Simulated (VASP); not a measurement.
# Ga3Cu (Pm-3m) in VASP: a series of runs, part 2 of 2

VASP 6.6.1. Earlier steps stand in the parts before.

## (4) Single point, LDA

This run uses another cell than the first one, of 15.99 Å³/atom, 1.058 times its volume.

File INCAR:

```
SYSTEM = Ga3Cu
PREC = Accurate
ENCUT = 520
EDIFF = 1E-7
ISMEAR = 1
SIGMA = 0.02
LREAL = .False.
LASPH = .True.
NELM = 60
ALGO = Normal
ISIF = 2
LWAVE = .False.
LCHARG = .True.
LELF = .True.
LVHAR = .True.
NBANDS = 33
```

File KPOINTS:

```
regular mesh
0
Gamma
  6 6 6
  0 0 0
```

File POSCAR:

```
Ga3Cu
1.0
    3.9991397230      0.0000000000      0.0000000000
    0.0000000000      3.9991397230      0.0000000000
    0.0000000000      0.0000000000      3.9991397230
Ga Cu
3 1
Direct
    0.0000000000      0.5000000000      0.5000000000
    0.5000000000      0.0000000000      0.5000000000
    0.5000000000      0.5000000000      0.0000000000
    0.0000000000      0.0000000000      0.0000000000
```

Potentials or basis: VASP PAW LDA potentials, release 64 (Ga_d, Cu).

Run with:

```sh
cat potpaw_LDA.64/Ga_d/POTCAR potpaw_LDA.64/Cu/POTCAR > POTCAR
mpirun -np 1 vasp_std > vasp.out
```

OUTCAR:

```text
SYSTEM = Ga3Cu
   PREC = Accurate
   ENCUT = 520
   EDIFF = 1E-7
   ISMEAR = 1
   LREAL = .False.
   LASPH = .True.
   NELM = 60
   ISIF = 2

 ion  position               nearest neighbor table
   1  0.000  0.500  0.500-   2 2.83   3 2.83   4 2.83   3 2.83   4 2.83   2 2.83   4 2.83   4 2.83
                             2 2.83   3 2.83   3 2.83   2 2.83
   2  0.500  0.000  0.500-   1 2.83   3 2.83   4 2.83   3 2.83   4 2.83   1 2.83   3 2.83   3 2.83
                             1 2.83   4 2.83   4 2.83   1 2.83
   3  0.500  0.500  0.000-   1 2.83   2 2.83   4 2.83   1 2.83   2 2.83   2 2.83   4 2.83   2 2.83
                             1 2.83   4 2.83   1 2.83   4 2.83
   4  0.000  0.000  0.000-   1 2.83   2 2.83   3 2.83   1 2.83   2 2.83   1 2.83   3 2.83   1 2.83
                             2 2.83   3 2.83   2 2.83   3 2.83

  LATTYP: Found a simple cubic cell.
 ALAT       =     3.9991397230

  Lattice vectors:

 A1 = (   3.9991397230,   0.0000000000,   0.0000000000)
 A2 = (   0.0000000000,   3.9991397230,   0.0000000000)
 A3 = (   0.0000000000,   0.0000000000,   3.9991397230)

Analysis of symmetry for initial positions (statically):
=====================================================================
 Subroutine PRICEL returns:
 Original cell was already a primitive cell.

 Routine SETGRP: Setting up the symmetry group for a
 simple cubic supercell.

 Subroutine GETGRP returns: Found 48 space group operations
 (whereof 48 operations were pure point group operations)
 out of a pool of 48 trial point group operations.

The static configuration has the point symmetry O_h .

Analysis of symmetry for dynamics (positions and initial velocities):
=====================================================================
 Subroutine PRICEL returns:
 Original cell was already a primitive cell.

 Routine SETGRP: Setting up the symmetry group for a
 simple cubic supercell.

[... 121 lines left out ...]
   IMIX   =      4    mixing-type and parameters
     AMIX     =   0.40;   BMIX     =  1.00
     AMIX_MAG =   1.60;   BMIX_MAG =  1.00
  volume/ion in A,a.u.               =      15.99       107.90
  Fermi-wavevector in a.u.,A,eV,Ry     =   1.508105  2.849905 30.944829  2.274381
  Thomas-Fermi vector in A             =   2.618603
   LORBIT       =      0    0 simple, 1 ext, 2 COOP (PROOUT), +10 PAW based schemes
   GGA     = CA    functional components
   LHFCALC =     F    Hartree Fock is set to
   AEXX    =    0.0000 exact exchange contribution
   IVDW    =     0    specifies the selected vdW correction
   LEPSILON=     F    determine dielectric tensor
   LRPA    =     F    only Hartree local field effects (RPA)
 non-spin polarized calculation
 Methfessel and Paxton  Order N= 1 SIGMA  =   0.02
  energy-cutoff  :      520.00
  volume of cell :       63.96
 maximum number of plane-waves:      1750
 NGX is ok and might be reduce to    30
   NGX = 15   NGY = 15   NGZ = 15

 number of electron      50.0000007 magnetization

 Free energy of the ion-electron system (eV)
  ---------------------------------------------------
  ext. energy  EPLUGINS =         0.00000000
  ---------------------------------------------------
  free energy    TOTEN  =       -15.13740812 eV

  energy without entropy =      -15.13688134  energy(sigma->0) =      -15.13723253

 E-fermi :   6.3275     XC(G=0): -12.0133

 val. band max:        6.2742067261   @ k =   0.5000   0.3333   0.3333
 cond. band min:       6.3303644176   @ k =   0.5000   0.3333   0.1667
 fundamental gap:      0.0561576915
 Fermi energy:         6.3275441278

 k-point     1 :       0.0000    0.0000    0.0000
  band No.  band energies     occupation
      1      -8.8866      2.00000
      2      -8.8531      2.00000
      3      -8.8531      2.00000
      4      -8.8531      2.00000
      5      -8.7126      2.00000
      6      -8.7126      2.00000
[... 709 lines left out ...]
     32      18.0531      0.00000
     33      18.0531      0.00000

------------------------ aborting loop because EDIFF is reached ----------------------------------------

  FORCE on cell =-STRESS in cart. coord.  units (eV):
  Direction    XX          YY          ZZ          XY          YZ          ZX
  --------------------------------------------------------------------------------------
  -------------------------------------------------------------------------------------
  Total       -1.7990873     -1.7990873     -1.7990873     -0.0000000      0.0000000     -0.0000000
  in kB      -45.0674610    -45.0674610    -45.0674610     -0.0000000      0.0000000     -0.0000000
  external PRESSURE =     -45.0674610 kB  Pullay stress =       0.0000000 kB

 VOLUME and BASIS-vectors are now :
 -----------------------------------------------------------------------------
  energy-cutoff  :      520.00
  volume of cell :       63.96
      direct lattice vectors                 reciprocal lattice vectors
     3.999139723  0.000000000  0.000000000     0.250053779  0.000000000  0.000000000
     0.000000000  3.999139723  0.000000000     0.000000000  0.250053779  0.000000000
     0.000000000  0.000000000  3.999139723     0.000000000  0.000000000  0.250053779

 POSITION                                       TOTAL-FORCE (eV/Angst)
 -----------------------------------------------------------------------------------
      0.00000      1.99957      1.99957         0.000000      0.000000      0.000000
      1.99957      0.00000      1.99957         0.000000      0.000000      0.000000
      1.99957      1.99957      0.00000         0.000000      0.000000      0.000000
      0.00000      0.00000      0.00000         0.000000      0.000000      0.000000
 -----------------------------------------------------------------------------------
    total drift:                                0.000000      0.000000     -0.000000

  FREE ENERGIE OF THE ION-ELECTRON SYSTEM (eV)
  ---------------------------------------------------
  free  energy   TOTEN  =       -15.1374081202 eV

  energy  without entropy=      -15.1368813448  energy(sigma->0) =      -15.13723253
```

OSZICAR:

```text
N       E                     dE             d eps       ncg     rms          rms(c)
DAV:   1     0.362207732133E+03    0.36221E+03   -0.23738E+04  1384   0.293E+03
DAV:   2     0.315585526178E+02   -0.33065E+03   -0.31846E+03  1320   0.547E+02
DAV:   3    -0.151085389311E+02   -0.46667E+02   -0.44996E+02  1519   0.169E+02
DAV:   4    -0.165739669604E+02   -0.14654E+01   -0.14522E+01  1533   0.333E+01
DAV:   5    -0.166188730787E+02   -0.44906E-01   -0.44873E-01  1676   0.624E+00    0.112E+01
DAV:   6    -0.183287798887E+02   -0.17099E+01   -0.27595E+01  1649   0.938E+01    0.103E+01
DAV:   7    -0.152686680812E+02    0.30601E+01   -0.80504E+00  1750   0.502E+01    0.273E+00
DAV:   8    -0.151999609743E+02    0.68707E-01   -0.19081E+00  1877   0.221E+01    0.213E+00
DAV:   9    -0.151362953766E+02    0.63666E-01   -0.34460E-01  1887   0.913E+00    0.931E-02
DAV:  10    -0.151384846602E+02   -0.21893E-02   -0.17946E-02  1785   0.152E+00    0.221E-01
DAV:  11    -0.151373714565E+02    0.11132E-02   -0.32547E-03  1914   0.108E+00    0.141E-02
DAV:  12    -0.151374079473E+02   -0.36491E-04   -0.39373E-04  1502   0.961E-02    0.943E-03
DAV:  13    -0.151374081452E+02   -0.19788E-06   -0.12889E-05  1899   0.361E-02    0.197E-03
DAV:  14    -0.151374081202E+02    0.24979E-07   -0.67644E-07  1411   0.570E-03
   1 F= -.15137408E+02 E0= -.15137233E+02  d E =-.526775E-03
```

stdout:

```text
POSCAR found type information on POSCAR GaCu
 POSCAR found :  2 types and       4 ions
 scaLAPACK will be used
 LDA part: xc-table for (Slater(with rela. corr.)+CA(PZ))
 , standard interpolation
 POSCAR, INCAR and KPOINTS ok, starting setup
 FFT: planning ... GRIDC
 FFT: planning ... GRID_SOFT
 FFT: planning ... GRID
 WAVECAR not read
 entering main loop
```

Run time: 46 s. Hardware: 1 thread of Intel Xeon Platinum 8259CL at 2.50GHz (Skylake/Cascade Lake), shared host; peak memory 0.17 GiB.

Results:

```
Free energy            : -15.1374 eV
Pressure               : -4.5 GPa
Band gap on the k mesh : zero (band 25 reaches 8.76 eV, above the bottom of band 26 at 4.32 eV)
```

## (5) Single point, LDA

This run uses another cell than the first one, of 16.43 Å³/atom, 1.087 times its volume.

File INCAR:

```
ALGO = Normal
EDIFF = 1E-6
ENCUT = 520
GGA = CA
ISIF = 2
ISMEAR = 1
LASPH = True
LCHARG = False
LREAL = False
LWAVE = False
NBANDS = 33
NELM = 100
PREC = Accurate
SIGMA = 0.02
```

File KPOINTS:

```
k-points
0
Gamma
  6 6 6
```

File POSCAR:

```
Ga3Cu
1.0
    4.0353330000      0.0000000000      0.0000000000
    0.0000000000      4.0353330000      0.0000000000
    0.0000000000      0.0000000000      4.0353330000
Ga Cu
3 1
Direct
    0.0000000000      0.5000000000      0.5000000000
    0.5000000000      0.0000000000      0.5000000000
    0.5000000000      0.5000000000      0.0000000000
    0.0000000000      0.0000000000      0.0000000000
```

Run with:

```sh
cat potpaw_LDA.64/Ga_d/POTCAR potpaw_LDA.64/Cu/POTCAR > POTCAR
mpirun -np 1 vasp_std > vasp.out
```

Run time: 39 s. Hardware: 1 thread of Intel Xeon Platinum 8259CL at 2.50GHz (Skylake/Cascade Lake), shared host; peak memory 0.17 GiB.

Results (log left out):

- Free energy: -15.0795 eV
- Pressure: -6.2 GPa
- Band gap on the k mesh: zero (band 25 reaches 8.45 eV, above the bottom of band 26 at 4.05 eV)

Levels at points of the mesh, in eV from the Fermi level:
```csv
k point,band 23,band 24,band 25,band 26,band 27,band 28
"(0.00, 0.00, 0.00)",-2.09,-2.09,-0.66,-0.66,0.99,5.80
"(0.50, 0.00, 0.00)",-0.73,0.66,0.66,1.13,1.13,1.85
"(0.50, 0.50, 0.00)",-2.64,-2.48,2.41,2.70,3.36,3.36
"(0.50, 0.50, 0.50)",-2.75,-2.75,-1.99,-1.99,-1.99,-1.07
```

## (6) Summary

| cell | gap on the mesh (eV) | pressure (GPa) |
| --- | --- | --- |
| a = 3.925 Å, 4 atoms | none | -1.2 |
| a = 3.962 Å, 4 atoms | none | -2.5 |
| a = 3.999 Å, 4 atoms | none | -4.5 |
| a = 4.035 Å, 4 atoms | none | -6.2 |

Alike in all rows: task single point; level LDA; potentials or basis VASP PAW LDA potentials, release 64 (Ga_d, Cu); no spin polarisation; k mesh 6 × 6 × 6; cutoff (eV) 520; smearing methfessel-paxton 0.02 eV.

Total energies depend on the potentials used, so only differences within one code and one set of settings carry meaning.
